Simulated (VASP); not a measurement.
# Rh (Fm-3m) in VASP: single point with PBEsol

Aim: the single point of Rh with PBEsol.

Program: VASP 6.6.1. These are calculated values, not measurements. Logs are shortened: lines on timing, memory, paths and dates and some standing lists are left out, and cuts for length are marked.

## (1) The cell of the first run

Symmetry: Fm-3m, No. 225, cubic system. The conventional cell has a = 3.803 Å, b = 3.803 Å, c = 3.803 Å, α = 90.00°, β = 90.00°, γ = 90.00°. Rh (site symmetry m-3m) has 12 Rh at 2.69 Å within 3.5 Å.

## (2) Single point, PBEsol

INCAR

```
PREC = Accurate ; ENCUT = 520
EDIFF = 1E-6 ; ISMEAR = 0
SIGMA = 0.15 ; LREAL = F
LASPH = T ; NELM = 100
ALGO = Fast ; ISIF = 2
LWAVE = F ; LCHARG = T
GGA = PS ; LELF = T
LVHAR = T ; NBANDS = 70
```

KPOINTS

```
Automatic mesh
0
Gamma
  12 12 12
```

POSCAR

```
Rh
1.0
    0.0000000000      3.8031000000     -3.8031000000
    3.8031000000      3.8031000000      0.0000000000
    3.8031000000      0.0000000000     -3.8031000000
Rh
8
Direct
    0.5000000000      0.0000000000      0.5000000000
    0.5000000000      0.5000000000      0.5000000000
    0.0000000000      0.0000000000      0.5000000000
    0.0000000000      0.5000000000      0.5000000000
    0.5000000000      0.0000000000      0.0000000000
    0.5000000000      0.5000000000      0.0000000000
    0.0000000000      0.0000000000      0.0000000000
    0.0000000000      0.5000000000      0.0000000000
```

Potentials or basis: VASP PAW PBE potentials, release 64 (Rh_pv).

On the command line:

```
$ cat potpaw_PBE.64/Rh_pv/POTCAR > POTCAR
$ mpirun -np 1 vasp_std > vasp.out
```

OUTCAR:

```text
PREC = Accurate
   ENCUT = 520
   EDIFF = 1E-6
   ISMEAR = 0
   LREAL = F
   LASPH = T
   NELM = 100
   ISIF = 2
   GGA = PS

 ion  position               nearest neighbor table
   1  0.500  0.000  0.500-   2 2.69   3 2.69   5 2.69   5 2.69   6 2.69   7 2.69   2 2.69   4 2.69
                             6 2.69   3 2.69   4 2.69   7 2.69
   2  0.500  0.500  0.500-   1 2.69   4 2.69   6 2.69   5 2.69   6 2.69   8 2.69   1 2.69   3 2.69
                             5 2.69   3 2.69   4 2.69   8 2.69
   3  0.000  0.000  0.500-   1 2.69   4 2.69   7 2.69   5 2.69   7 2.69   8 2.69   2 2.69   4 2.69
                             8 2.69   1 2.69   2 2.69   5 2.69
   4  0.000  0.500  0.500-   2 2.69   3 2.69   8 2.69   6 2.69   7 2.69   8 2.69   1 2.69   3 2.69
                             7 2.69   1 2.69   2 2.69   6 2.69
   5  0.500  0.000  0.000-   1 2.69   6 2.69   7 2.69   1 2.69   2 2.69   3 2.69   2 2.69   6 2.69
                             8 2.69   3 2.69   7 2.69   8 2.69
   6  0.500  0.500  0.000-   2 2.69   5 2.69   8 2.69   1 2.69   2 2.69   4 2.69   1 2.69   5 2.69
                             7 2.69   4 2.69   7 2.69   8 2.69
   7  0.000  0.000  0.000-   3 2.69   5 2.69   8 2.69   1 2.69   3 2.69   4 2.69   4 2.69   6 2.69
                             8 2.69   1 2.69   5 2.69   6 2.69
   8  0.000  0.500  0.000-   4 2.69   6 2.69   7 2.69   2 2.69   3 2.69   4 2.69   3 2.69   5 2.69
                             7 2.69   2 2.69   5 2.69   6 2.69
[... 6 lines left out ...]
 A1 = (   0.0000000000,   3.8031000000,  -3.8031000000)
 A2 = (   3.8031000000,   3.8031000000,   0.0000000000)
 A3 = (   3.8031000000,   0.0000000000,  -3.8031000000)

Analysis of symmetry for initial positions (statically):
=====================================================================
 Subroutine PRICEL returns following result:

  LATTYP: Found a face centered cubic cell.
 ALAT       =     3.8031000000

  Lattice vectors:

 A1 = (   0.0000000000,   1.9015500000,  -1.9015500000)
 A2 = (   1.9015500000,   1.9015500000,   0.0000000000)
 A3 = (   1.9015500000,   0.0000000000,  -1.9015500000)

   8 primitive cells build up your supercell.

 Routine SETGRP: Setting up the symmetry group for a
 face centered cubic supercell.

 Subroutine GETGRP returns: Found 48 space group operations
 (whereof 48 operations were pure point group operations)
 out of a pool of 48 trial point group operations.

The static configuration has the point symmetry O_h .

Analysis of symmetry for dynamics (positions and initial velocities):
=====================================================================
 Subroutine PRICEL returns following result:

  LATTYP: Found a face centered cubic cell.
 ALAT       =     3.8031000000

  Lattice vectors:

 A1 = (   0.0000000000,   1.9015500000,  -1.9015500000)
[... 121 lines left out ...]
   NELECT =     120.0000    total number of electrons
   NUPDOWN=      -1.0000    fix difference up-down
   EMIN   =  10.00;   EMAX   =-10.00  energy-range for DOS
   EFERMI =   0.00;   METHOD = LEGACY
   ISMEAR =     0;   SIGMA  =   0.15  broadening in eV -4-tet -1-fermi 0-gaus
   EFERMI_NEDOS =   21; number of points for ismear=-14 and -15
   IALGO  =     68    algorithm
   IMIX   =      4    mixing-type and parameters
     AMIX     =   0.40;   BMIX     =  1.00
     AMIX_MAG =   1.60;   BMIX_MAG =  1.00
  volume/ion in A,a.u.               =      13.75        92.80
  Fermi-wavevector in a.u.,A,eV,Ry     =   1.685211  3.184586 38.639656  2.839935
  Thomas-Fermi vector in A             =   2.768095
   LORBIT       =      0    0 simple, 1 ext, 2 COOP (PROOUT), +10 PAW based schemes
   GGA     = PS    functional components
   LHFCALC =     F    Hartree Fock is set to
   AEXX    =    0.0000 exact exchange contribution
   IVDW    =     0    specifies the selected vdW correction
   LEPSILON=     F    determine dielectric tensor
   LRPA    =     F    only Hartree local field effects (RPA)
 non-spin polarized calculation
 RMM-DIIS sequential band-by-band and
 Gauss-broadening in eV      SIGMA  =   0.15
  energy-cutoff  :      520.00
  volume of cell :      110.01
 maximum number of plane-waves:      2996
   NGX = 21   NGY = 21   NGZ = 21

 number of electron     120.0000054 magnetization

 Free energy of the ion-electron system (eV)
  ---------------------------------------------------
  ext. energy  EPLUGINS =         0.00000000
  ---------------------------------------------------
  free energy    TOTEN  =       -65.13132064 eV

  energy without entropy =      -65.01971709  energy(sigma->0) =      -65.07551886

 E-fermi :  11.7449     XC(G=0): -14.2173

 val. band max:       11.7378374982   @ k =   0.2500   0.1667   0.0000
 cond. band min:      11.7471198641   @ k =   0.2500   0.1667   0.0000
 fundamental gap:      0.0092823659
 Fermi energy:        11.7449083791

 k-point     1 :       0.0000    0.0000    0.0000
  band No.  band energies     occupation
      1     -35.3236      2.00000
      2     -35.3236      2.00000
      3     -35.3236      2.00000
      4     -35.3236      2.00000
      5     -35.2805      2.00000
      6     -35.2805      2.00000
[... 1741 lines left out ...]
     69      15.1750      0.00000
     70      17.4747      0.00000

 [... further k-points ...]

------------------------ aborting loop because EDIFF is reached ----------------------------------------

  FORCE on cell =-STRESS in cart. coord.  units (eV):
  Direction    XX          YY          ZZ          XY          YZ          ZX
  --------------------------------------------------------------------------------------
  -------------------------------------------------------------------------------------
  Total       -3.5195274     -3.5195274     -3.5195274      0.0000000      0.0000000      0.0000000
  in kB      -51.2568255    -51.2568255    -51.2568255      0.0000000      0.0000000      0.0000000
  external PRESSURE =     -51.2568255 kB  Pullay stress =       0.0000000 kB

 VOLUME and BASIS-vectors are now :
 -----------------------------------------------------------------------------
  energy-cutoff  :      520.00
  volume of cell :      110.01
      direct lattice vectors                 reciprocal lattice vectors
     0.000000000  3.803100000 -3.803100000    -0.131471694  0.131471694 -0.131471694
     3.803100000  3.803100000  0.000000000     0.131471694  0.131471694  0.131471694
     3.803100000  0.000000000 -3.803100000     0.131471694 -0.131471694 -0.131471694

 POSITION                                       TOTAL-FORCE (eV/Angst)
 -----------------------------------------------------------------------------------
      1.90155      1.90155     -3.80310        -0.000000     -0.000000     -0.000000
      3.80310      3.80310     -3.80310        -0.000000      0.000000     -0.000000
      1.90155      0.00000     -1.90155         0.000000      0.000000      0.000000
      3.80310      1.90155     -1.90155        -0.000000      0.000000      0.000000
      0.00000      1.90155     -1.90155        -0.000000     -0.000000      0.000000
      1.90155      3.80310     -1.90155        -0.000000     -0.000000      0.000000
      0.00000      0.00000      0.00000         0.000000      0.000000     -0.000000
      1.90155      1.90155      0.00000         0.000000     -0.000000     -0.000000
 -----------------------------------------------------------------------------------
    total drift:                                0.000000      0.000000      0.000000

  FREE ENERGIE OF THE ION-ELECTRON SYSTEM (eV)
  ---------------------------------------------------
  free  energy   TOTEN  =       -65.1313206393 eV

  energy  without entropy=      -65.0197170901  energy(sigma->0) =      -65.07551886
```

Run time: 6.1 min. Hardware: 1 thread of Intel Xeon Platinum 8488C (Sapphire Rapids), shared host; peak memory 0.49 GiB.

What came out:

- Free energy: -65.1313 eV
- Pressure: -5.1 GPa
- Band gap on the k mesh: zero (bands 60 and 61 overlap by 1.76 eV)

Caveat: the cell stands under tension; the PAW data sets were made with another functional, which shifts forces and pressure a little.
